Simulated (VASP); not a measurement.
## CdTe: band structure with LDA

CdTe:

```xyz
2
Lattice="0.0000 3.2050 3.2050 3.2050 0.0000 3.2050 3.2050 3.2050 0.0000" Properties=species:S:1:pos:R:3 pbc="T T T"
Te    4.8075    4.8075    4.8075
Cd    0.0000    0.0000    0.0000
```

```json
{"Program": "VASP 6.6.1", "Task": "band structure", "Functional": "LDA", "Potentials or basis": "VASP PAW LDA potentials, release 64 (Te, Cd)", "Cutoff": "550 eV", "k mesh": "8 × 8 × 8", "Occupations": "gaussian, width 0.03 eV", "Spin": "non-collinear spin, zero start, spin-orbit coupling", "Starting moments": "[[0.0, 0.0, 0.0], [0.0, 0.0, 0.0]] μB", "Tolerance level": "standard", "Purpose": "bands", "Route": "fixed density (ICHARG 11)", "Further INCAR settings": "ALGO = Normal; EDIFF = 1e-07; NBANDS = 62"}
```

The net moment is 0.00 μB per cell.

Moments on the atoms (μB; x, y, z):
```
Te  0.00 0.00 0.00
Cd  0.00 0.00 0.00
```

It took 28 min on 1 thread of Intel(R) Xeon(R) Platinum 8488C (Sapphire Rapids), with other jobs on the host, peak memory 1.6 GiB.

Caveat: the log is that of the step along the path at fixed density, whose energy, stress, charges and moments have no meaning.
